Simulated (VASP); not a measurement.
# Bi: relaxation of cell and atoms with PBE

Crystal: Bi.

```
Bi
1.0
     2.26750    1.30914    3.93800
    -2.26750    1.30914    3.93800
     0.00000   -2.61828    3.93800
Bi
2
Direct
  0.23400 0.23400 0.23400
  0.76600 0.76600 0.76600
```

| Item | Value |
| --- | --- |
| Program | VASP 6.6.1 |
| Task | relaxation of cell and atoms |
| Functional | PBE |
| Potentials or basis | VASP PAW PBE potentials, release 64 (Bi_d) |
| Cutoff | 600 eV |
| k mesh | 6 × 6 × 6 |
| Occupations | fermi-dirac, width 0.1 eV |
| Spin | no spin polarisation |
| Dipole correction | no |
| Further INCAR settings | ALGO = Normal; EDIFF = 1e-07; IBRION = 2; EDIFFG = -0.01; NSW = 80; ISIF = 3 |

```json
{
 "Relaxed volume": "36.99 Å³/atom",
 "Relaxed cell": "a = 4.850 Å, b = 4.850 Å, c = 4.850 Å, α = 56.40°, β = 56.40°, γ = 56.40°",
 "Space group after relaxing (to 0.05 Å)": "R-3m (No. 166)",
 "Energy gained by relaxing": "11.3 meV/atom",
 "Ionic steps": "10",
 "Pressure after relaxing": "0.0 GPa",
 "Largest force after relaxing": "0.007 eV/Å",
 "Band gap on the k mesh": "zero (band 15 reaches 5.65 eV, above the bottom of band 16 at 5.58 eV)"
}
```

Forces on the atoms (eV/Å):
```
Bi   0.000  0.000 -0.007
Bi   0.000  0.000  0.007
```

Step by step:
```tsv
step	energy change (eV)	largest force (eV/Å)	pressure (GPa)	volume (Å³)
1	0.0000	0.1277	2.14	70.14
2	-0.0133	0.1979	-1.04	75.01
3	-0.0199	0.0838	0.05	73.16
4	-0.0199	0.0886	-0.01	73.22
5	-0.0208	0.0701	-0.02	73.37
6	-0.0223	0.0137	-0.03	73.81
7	-0.0225	0.0102	-0.02	73.99
8	-0.0225	0.0073	0.03	73.90
9	-0.0225	0.0062	0.03	73.88
10	-0.0225	0.0070	-0.03	73.98
```

Final structure:
```
CELL_PARAMETERS angstrom
2.29221 1.32341 4.06466
-2.29221 1.32341 4.06466
0.00000 -2.64682 4.06466
ATOMIC_POSITIONS crystal
Bi 0.23282 0.23282 0.23282
Bi 0.76718 0.76718 0.76718
```

Levels at points of the mesh, in eV from the Fermi level:
| k point | band 11 | band 12 | band 13 | band 14 | band 15 | band 16 | band 17 | band 18 | band 19 |
| --- | --- | --- | --- | --- | --- | --- | --- | --- | --- |
| (0.00, 0.00, 0.00) | -12.80 | -7.64 | -1.46 | -1.09 | -1.09 | 2.35 | 2.84 | 2.84 | 5.67 |
| (0.50, 0.00, 0.00) | -11.02 | -10.35 | -1.42 | -1.18 | -0.30 | -0.20 | 0.58 | 1.15 | 7.28 |
| (0.50, 0.50, 0.00) | -11.12 | -9.46 | -4.39 | -2.85 | -2.68 | 2.39 | 4.67 | 5.30 | 6.33 |
| (0.50, 0.50, 0.50) | -11.75 | -9.74 | -0.91 | -0.55 | -0.55 | 0.79 | 0.82 | 0.82 | 6.77 |

Run time: 4.5 min on 1 thread of Intel(R) Xeon(R) Platinum 8259CL CPU @ 2.50GHz (Skylake/Cascade Lake) (shared host), peak memory 0.26 GiB.

Caveat: spin-orbit coupling is left out, which moves the levels of the heavy elements. PBE usually gives volumes a little too large and moduli too small.
